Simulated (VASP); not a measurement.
# Pb (Fm-3m) in VASP: further runs, part 3 of 3

VASP 6.6.1. The steps go on from the part before.

## (5) Single point, RPBE+D4

This run uses another cell than the first one, of 32.14 Å³/atom, 1.060 times its volume.

The input, INCAR:

```
ALGO = Fast ; EDIFF = 1E-6
ENCUT = 520 ; GGA = RP
ISIF = 2 ; ISMEAR = -1
IVDW = 13 ; LASPH = T
LCHARG = F ; LREAL = F
LWAVE = F ; NBANDS = 13
NELM = 80 ; PREC = Accurate
SIGMA = 0.05
```

The input, KPOINTS:

```
k-points
0
Gamma
  9 9 9
```

The input, POSCAR:

```
Pb
1.0
    0.0000000000      2.5235621278      2.5235621278
    2.5235621278      0.0000000000      2.5235621278
    2.5235621278      2.5235621278      0.0000000000
Pb
1
Direct
    0.0000000000      0.0000000000      0.0000000000
```

Potentials or basis: VASP PAW PBE potentials, release 64 (Pb_d).

On the command line:

```bash
> cat potpaw_PBE.64/Pb_d/POTCAR > POTCAR
> mpirun -np 1 vasp_std > vasp.out
```

OUTCAR:

```text
EDIFF = 1E-6
   ENCUT = 520
   GGA = RP
   ISIF = 2
   ISMEAR = -1
   IVDW = 13
   LASPH = T
   LREAL = F
   NELM = 80
   PREC = Accurate

 ion  position               nearest neighbor table
   1  0.000  0.000  0.000-

  LATTYP: Found a face centered cubic cell.
 ALAT       =     5.0471242556

  Lattice vectors:

 A1 = (   0.0000000000,   2.5235621278,   2.5235621278)
 A2 = (   2.5235621278,   0.0000000000,   2.5235621278)
 A3 = (   2.5235621278,   2.5235621278,   0.0000000000)

Analysis of symmetry for initial positions (statically):
[... 5 lines left out ...]
 face centered cubic supercell.

 Subroutine GETGRP returns: Found 48 space group operations
 (whereof 48 operations were pure point group operations)
 out of a pool of 48 trial point group operations.

The static configuration has the point symmetry O_h .

Analysis of symmetry for dynamics (positions and initial velocities):
[... 5 lines left out ...]
 face centered cubic supercell.

 Subroutine GETGRP returns: Found 48 space group operations
 (whereof 48 operations were pure point group operations)
 out of a pool of 48 trial point group operations.

The dynamic configuration has the point symmetry O_h .

 Subroutine INISYM returns: Found 48 space group operations
 (whereof 48 operations are pure point group operations),
 and found     1 'primitive' translations

----------------------------------------------------------------------------------------

                                     Primitive cell

  volume of cell :      32.1419

  direct lattice vectors                    reciprocal lattice vectors
     0.000000000  2.523562128  2.523562128    -0.198132629  0.198132629  0.198132629
     2.523562128  0.000000000  2.523562128     0.198132629 -0.198132629  0.198132629
     2.523562128  2.523562128  0.000000000     0.198132629  0.198132629 -0.198132629

  length of vectors
     3.568855787  3.568855787  3.568855787     0.343175781  0.343175781  0.343175781

  position of ions in fractional coordinates (direct lattice)
     0.000000000  0.000000000  0.000000000

  ion indices of the primitive-cell ions
   primitive index   ion index
                 1           1

----------------------------------------------------------------------------------------

 KPOINTS: k-points

Automatic generation of k-mesh.
 Grid dimensions read from file:
 generate k-points for:    9    9    9

 Generating k-lattice:

  Cartesian coordinates                     Fractional coordinates (reciprocal lattice)
    -0.022014737  0.022014737  0.022014737     0.111111111  0.000000000  0.000000000
     0.022014737 -0.022014737  0.022014737     0.000000000  0.111111111  0.000000000
     0.022014737  0.022014737 -0.022014737     0.000000000  0.000000000  0.111111111

  Length of vectors
     0.038130642  0.038130642  0.038130642

  Shift w.r.t. Gamma in fractional coordinates (k-lattice)
     0.000000000  0.000000000  0.000000000

 Subroutine IBZKPT returns following result:
 ===========================================

 Found     35 irreducible k-points:

 Following reciprocal coordinates:
            Coordinates               Weight
  0.000000  0.000000  0.000000      1.000000
  0.111111  0.000000  0.000000      8.000000
  0.222222  0.000000  0.000000      8.000000
  0.333333  0.000000  0.000000      8.000000
  0.444444  0.000000  0.000000      8.000000
  0.111111  0.111111  0.000000      6.000000
[... 16 lines left out ...]
 -0.333333  0.333333  0.000000     12.000000
  0.444444  0.444444  0.000000      6.000000
 [... further k-points ...]
   k-points           NKPTS =     35   k-points in BZ     NKDIM =     35   number of bands    NBANDS=     13
   number of dos      NEDOS =    301   number of ions     NIONS =      1
   total plane-waves  NPLWV =  21952
   dimension x,y,z NGX =    28 NGY =   28 NGZ =   28
   dimension x,y,z NGXF=    56 NGYF=   56 NGZF=   56
   ions per type =               1
   NGX,Y,Z   is equivalent  to a cutoff of  13.04, 13.04, 13.04 a.u.
   NGXF,Y,Z  is equivalent  to a cutoff of  26.09, 26.09, 26.09 a.u.
 SYSTEM =  unknown system
   PREC   = accura    normal or accurate (medium, high low for compatibility)
   ISTART =      0    job   : 0-new  1-cont  2-samecut
   ICHARG =      2    charge: 1-file 2-atom 10-const
   ISPIN  =      1    spin polarized calculation?
   LNONCOLLINEAR =      F non collinear calculations
   LSORBIT =      F    spin-orbit coupling
   LASPH  =      T    aspherical Exc in radial PAW
   ENCUT  =  520.0 eV  38.22 Ry    6.18 a.u.   6.64  6.64  6.64*2*pi/ulx,y,z
   NELM   =     80;   NELMIN=  2; NELMDL= -5     # of ELM steps
   EDIFF  = 0.1E-05   stopping-criterion for ELM
   LREAL  =      F    real-space projection
   EDIFFG = 0.1E-04   stopping-criterion for IOM
   NSW    =      0    number of steps for IOM
   IBRION =     -1    ionic relax: 0-MD 1-quasi-New 2-CG
   NFREE  =      0    steps in history (QN), initial steepest desc. (CG)
   ISIF   =      2    stress and relaxation
   ISYM   =      2    0-nonsym 1-usesym 2-fastsym
   POTIM  = 0.5000    time-step for ionic-motion
   TEBEG  =    0.0;   TEEND  =   0.0 temperature during run
   PSTRESS=    0.0 pullay stress
   NELECT =      14.0000    total number of electrons
   NUPDOWN=      -1.0000    fix difference up-down
   EMIN   =  10.00;   EMAX   =-10.00  energy-range for DOS
   EFERMI =   0.00;   METHOD = LEGACY
   ISMEAR =    -1;   SIGMA  =   0.05  broadening in eV -4-tet -1-fermi 0-gaus
   EFERMI_NEDOS =   21; number of points for ismear=-14 and -15
   IALGO  =     68    algorithm
   IMIX   =      4    mixing-type and parameters
     AMIX     =   0.40;   BMIX     =  1.00
     AMIX_MAG =   1.60;   BMIX_MAG =  1.00
  volume/ion in A,a.u.               =      32.14       216.90
  Fermi-wavevector in a.u.,A,eV,Ry     =   1.240967  2.345087 20.952954  1.539999
  Thomas-Fermi vector in A             =   2.375385
   LORBIT       =      0    0 simple, 1 ext, 2 COOP (PROOUT), +10 PAW based schemes
   GGA     = RP    functional components
   LHFCALC =     F    Hartree Fock is set to
   AEXX    =    0.0000 exact exchange contribution
   IVDW    =    13    specifies the selected vdW correction
   LEPSILON=     F    determine dielectric tensor
   LRPA    =     F    only Hartree local field effects (RPA)
 non-spin polarized calculation
 RMM-DIIS sequential band-by-band and
  energy-cutoff  :      520.00
  volume of cell :       32.14
 maximum number of plane-waves:       893
   NGX = 13   NGY = 13   NGZ = 13

 number of electron      14.0000003 magnetization

 Free energy of the ion-electron system (eV)
  ---------------------------------------------------
  ext. energy  EPLUGINS =         0.00000000
  ---------------------------------------------------
  free energy    TOTEN  =        -3.19290838 eV

  energy without entropy =       -3.18957894  energy(sigma->0) =       -3.19124366

 E-fermi :   6.6540     XC(G=0):  -9.8081

 val. band max:        6.6374373831   @ k =   0.3333   0.3333   0.0000
 cond. band min:       6.6853975362   @ k =  -0.2222   0.3333   0.1111
 fundamental gap:      0.0479601531
 Fermi energy:         6.6539617902

 k-point     1 :       0.0000    0.0000    0.0000
  band No.  band energies     occupation
      1     -10.3341      2.00000
      2     -10.3341      2.00000
      3     -10.3341      2.00000
      4     -10.2189      2.00000
      5     -10.2189      2.00000
      6      -4.5904      2.00000
      7      13.7664      0.00000
      8      13.7664      0.00000
      9      13.7664      0.00000
     10      16.4596      0.00000
     11      17.3410      0.00000
     12      18.8276      0.00000
     13      18.8276      0.00000

 k-point     2 :       0.1111    0.0000    0.0000
  band No.  band energies     occupation
      1     -10.3340      2.00000
      2     -10.3204      2.00000
      3     -10.3204      2.00000
      4     -10.2188      2.00000
      5     -10.2188      2.00000
      6      -4.3670      2.00000
      7      11.5107      0.00000
      8      13.5019      0.00000
      9      13.5019      0.00000
     10      15.9676      0.00000
     11      18.4502      0.00000
[... 339 lines left out ...]
 k-point    24 :       0.4444    0.4444    0.0000
  band No.  band energies     occupation
      1     -10.4632      2.00000
      2     -10.3844      2.00000
      3     -10.1189      2.00000
      4     -10.0852      2.00000
      5     -10.0852      2.00000
      6      -0.3808      2.00000
      7       4.2077      2.00000
      8       8.8679      0.00000
      9       8.8679      0.00000
     10      12.0617      0.00000
     11      13.2629      0.00000
     12      24.6913      0.00000
     13      26.1317      0.00000

 [... further k-points ...]

------------------------ aborting loop because EDIFF is reached ----------------------------------------

  DFT-D4 for vdW energy calculation

  Edisp (eV):   -0.69138

  FORCE on cell =-STRESS in cart. coord.  units (eV):
  Direction    XX          YY          ZZ          XY          YZ          ZX
  --------------------------------------------------------------------------------------
  -------------------------------------------------------------------------------------
  Total      -0.40037    -0.40037    -0.40037    -0.00000     0.00000     0.00000
  in kB     -19.95724   -19.95724   -19.95724    -0.00000     0.00000     0.00000
  external pressure =      -19.96 kB  Pullay stress =        0.00 kB

 VOLUME and BASIS-vectors are now :
 -----------------------------------------------------------------------------
  energy-cutoff  :      520.00
  volume of cell :       32.14
      direct lattice vectors                 reciprocal lattice vectors
     0.000000000  2.523562128  2.523562128    -0.198132629  0.198132629  0.198132629
     2.523562128  0.000000000  2.523562128     0.198132629 -0.198132629  0.198132629
     2.523562128  2.523562128  0.000000000     0.198132629  0.198132629 -0.198132629

 POSITION                                       TOTAL-FORCE (eV/Angst)
 -----------------------------------------------------------------------------------
      0.00000      0.00000      0.00000         0.000000      0.000000      0.000000
 -----------------------------------------------------------------------------------
    total drift:                               -0.000000     -0.000000     -0.000000

  FREE ENERGIE OF THE ION-ELECTRON SYSTEM (eV)
  ---------------------------------------------------
  free  energy   TOTEN  =        -3.8842924306 eV

  energy  without entropy=       -3.8809629917  energy(sigma->0) =       -3.88262771
```

OSZICAR:

```text
N       E                     dE             d eps       ncg     rms          rms(c)
DAV:   1     0.106521872012E+03    0.10652E+03   -0.70292E+03   920   0.125E+03
DAV:   2     0.220088673728E+01   -0.10432E+03   -0.10107E+03   940   0.309E+02
DAV:   3    -0.306237589352E+01   -0.52633E+01   -0.52512E+01  1143   0.740E+01
DAV:   4    -0.319222240323E+01   -0.12985E+00   -0.12983E+00  1119   0.125E+01
DAV:   5    -0.319807382530E+01   -0.58514E-02   -0.58512E-02  1270   0.244E+00    0.448E-01
RMM:   6    -0.319321449326E+01    0.48593E-02   -0.76944E-03  1068   0.124E+00    0.251E-01
RMM:   7    -0.319259623932E+01    0.61825E-03   -0.58790E-03  1060   0.867E-01    0.915E-02
RMM:   8    -0.319285433221E+01   -0.25809E-03   -0.17531E-03  1191   0.617E-01    0.160E-02
RMM:   9    -0.319289500443E+01   -0.40672E-04   -0.43633E-04  1320   0.236E-01    0.151E-02
RMM:  10    -0.319290295169E+01   -0.79473E-05   -0.15782E-04  1200   0.207E-01    0.423E-03
RMM:  11    -0.319290745300E+01   -0.45013E-05   -0.60053E-05  1429   0.807E-02    0.262E-03
RMM:  12    -0.319290837762E+01   -0.92463E-06   -0.88797E-06  1054   0.311E-02
   1 F= -.38842924E+01 E0= -.38826277E+01  d E =-.332944E-02
```

Wall time 31 s (1 thread of AMD EPYC 7R13, shared host); peak memory 0.13 GiB.

What came out:

```yaml
Free_energy: -3.8843 eV
Pressure: -2.0 GPa
Band_gap_on_the_k_mesh: zero (band 7 reaches 13.77 eV, above the bottom of band 8 at 5.35 eV)
Dispersion_energy_per_atom: -0.691 eV
```

Levels at points of the mesh, in eV from the Fermi level:
```tsv
k point	band 3	band 4	band 5	band 6	band 7	band 8	band 9	band 10	band 11	band 12
(0.00, 0.00, 0.00)	-16.99	-16.87	-16.87	-11.24	7.11	7.11	7.11	9.81	10.69	12.17
```

Caveat: the PAW data sets were made with another functional, which shifts forces and pressure a little; spin-orbit coupling is left out, which moves the levels of the heavy elements; pairwise dispersion overbinds metals, which lowers pressure and volume.

## (6) Single point, LDA

This run uses another cell than the first one, of 32.14 Å³/atom, 1.060 times its volume.

The input, INCAR:

```
SYSTEM = Pb
ALGO = Fast ; EDIFF = 1E-7
ENCUT = 520 ; ISIF = 2
ISMEAR = -1 ; LASPH = .True.
LCHARG = .False. ; LREAL = .False.
LWAVE = .False. ; NBANDS = 13
NELM = 60 ; PREC = Accurate
SIGMA = 0.05
```

The input, KPOINTS:

```
k-points
0
Gamma
  9 9 9
  0 0 0
```

POSCAR is that of step 5.

Potentials or basis: VASP PAW LDA potentials, release 64 (Pb_d).

On the command line:

```bash
> cat potpaw_LDA.64/Pb_d/POTCAR > POTCAR
> mpirun -np 1 vasp_std > vasp.out
```

Run time: 27 s. Hardware: 1 thread of AMD EPYC 7R13, shared host; peak memory 0.11 GiB.

Results (log left out):

```
Free energy            : -4.2287 eV
Pressure               : -4.2 GPa
Band gap on the k mesh : zero (band 7 reaches 13.26 eV, above the bottom of band 8 at 4.94 eV)
```

Levels at points of the mesh, in eV from the Fermi level:
```
           k point  band 3  band 4  band 5  band 6  band 7  band 8  band 9  band 10  band 11  band 12
(0.00, 0.00, 0.00)  -16.84  -16.72  -16.72  -11.25    7.03    7.03    7.03     9.92    10.86    12.23
```

Caveat: spin-orbit coupling is left out, which moves the levels of the heavy elements.

## (7) Summary

| level | potentials or basis | cell | gap on the mesh (eV) | pressure (GPa) |
| --- | --- | --- | --- | --- |
| RPBE+D4 | VASP PAW PBE potentials, release 64 (Pb_d) | a = 3.500 Å, angles 60.0°, 1 atom | none | 0.3 |
| RPBE+D4 | VASP PAW PBE potentials, release 64 (Pb_d) | a = 3.523 Å, angles 60.0°, 1 atom | none | -0.6 |
| RPBE+D4 | VASP PAW PBE potentials, release 64 (Pb_d) | a = 3.546 Å, angles 60.0°, 1 atom | none | -1.4 |
| RPBE+D4 | VASP PAW PBE potentials, release 64 (Pb_d) | a = 3.569 Å, angles 60.0°, 1 atom | none | -2.0 |
| LDA | VASP PAW LDA potentials, release 64 (Pb_d) | a = 3.569 Å, angles 60.0°, 1 atom | none | -4.2 |

Alike in all rows: task single point; no spin polarisation; k mesh 9 × 9 × 9; cutoff (eV) 520; smearing fermi-dirac 0.05 eV.

Caveats: spin-orbit coupling is left out, which moves the levels of the heavy elements; the PAW data sets were made with another functional, which shifts forces and pressure a little (some runs); pairwise dispersion overbinds metals, which lowers pressure and volume (some runs).

Absolute energies hang on the potentials; compare differences alone.
